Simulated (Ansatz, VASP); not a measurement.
Mg: VASP beside Ansatz

```
Mg
1.0
     0.00000    3.70495    3.70495
     3.70495    0.00000    3.70495
     3.70495    3.70495    0.00000
Mg
2
Cartesian
  0.9262 0.9262 0.9262
  6.4837 6.4837 6.4837
```

Alike in both runs: task single point; functional BLYP; k mesh 9 × 9 × 9; occupations fermi-dirac, width 0.1 eV; no spin polarisation.

|  | VASP | Ansatz |
| --- | --- | --- |
| version | VASP 6.6.1 | Ansatz 0.2.0 |
| potentials or method | VASP PAW PBE potentials, release 64 (Mg), cutoff 520 eV | plane waves (420 eV) with PAW, scalar-relativistic |
| valence electrons in the cell | 4 | 20 |

|  | VASP | Ansatz | Ansatz less VASP |
| --- | --- | --- | --- |
| pressure (GPa) | -0.6 | -0.6 | 0.00 |

VASP's potentials were made for PBE, not for BLYP. VASP's potentials hold 4 valence electrons a cell and Ansatz's 20, so a difference there can come from the potentials and not from the codes.
